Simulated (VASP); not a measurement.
**SnO: single point with RPBE**

The system is SnO.

```
Sn O
1.0
     3.80724    0.00000    0.00000
     0.00000    3.80724    0.00000
     0.00000    0.00000    4.93608
Sn O
2 2
Direct
  0.00000 0.50000 0.23243
  0.50000 0.00000 0.76757
  0.00000 0.00000 0.00000
  0.50000 0.50000 0.00000
```

| Property | Result |
| --- | --- |
| Program | VASP 6.6.1 |
| Task | single point |
| Functional | RPBE |
| Potentials or basis | VASP PAW PBE potentials, release 64 (Sn_d, O) |
| Cutoff | 520 eV |
| k mesh | 10 × 10 × 8 |
| Occupations | gaussian, width 0.05 eV |
| Spin | no spin polarisation |
| Dipole correction | no |
| Further INCAR settings | ALGO = Normal; EDIFF = 1e-07; NBANDS = 28 |

The pressure is 6.9 GPa and the largest force is 0.781 eV/Å. The band gap on the k mesh is 0.22 eV, indirect (least direct gap 2.03 eV).

Forces on the atoms (eV/Å):
```
Sn   0.000  0.000  0.781
Sn   0.000  0.000 -0.781
O    0.000  0.000  0.000
O    0.000  0.000  0.000
```

Stress tensor (GPa, compression positive):
```
7.43 0.00 0.00
0.00 7.43 0.00
0.00 0.00 5.81
```

Levels at points of the mesh, in eV from the valence-band top:
| k point | band 16 | band 17 | band 18 | band 19 | band 20 | band 21 | band 22 | band 23 | band 24 | band 25 |
| --- | --- | --- | --- | --- | --- | --- | --- | --- | --- | --- |
| (0.00, 0.00, 0.00) | -6.33 | -3.55 | -3.25 | -3.25 | 0.00 | 2.03 | 4.20 | 4.81 | 4.81 | 5.65 |
| (0.50, 0.00, 0.00) | -5.07 | -4.91 | -4.91 | -2.67 | -2.67 | 3.11 | 3.11 | 5.91 | 5.91 | 5.98 |
| (0.50, 0.50, 0.00) | -5.21 | -2.59 | -2.59 | -1.90 | -1.90 | 0.22 | 0.22 | 4.51 | 4.51 | 7.06 |
| (0.00, 0.00, 0.50) | -3.60 | -3.27 | -3.27 | -3.26 | -2.28 | 1.75 | 3.13 | 3.13 | 3.76 | 7.77 |
| (0.50, 0.00, 0.50) | -5.48 | -4.88 | -4.88 | -1.77 | -1.77 | 2.51 | 2.51 | 5.54 | 5.54 | 6.60 |
| (0.50, 0.50, 0.50) | -5.59 | -2.59 | -2.59 | -2.59 | -2.59 | 2.39 | 2.39 | 3.90 | 3.90 | 5.61 |

Run time: 3.6 min on 1 thread of Intel Xeon 6975P-C (shared host), peak memory 0.29 GiB.

Caveat: the PAW data sets were made with another functional, which shifts forces and pressure a little; spin-orbit coupling is left out, which moves the levels of the heavy elements. A k mesh can miss the band edges.
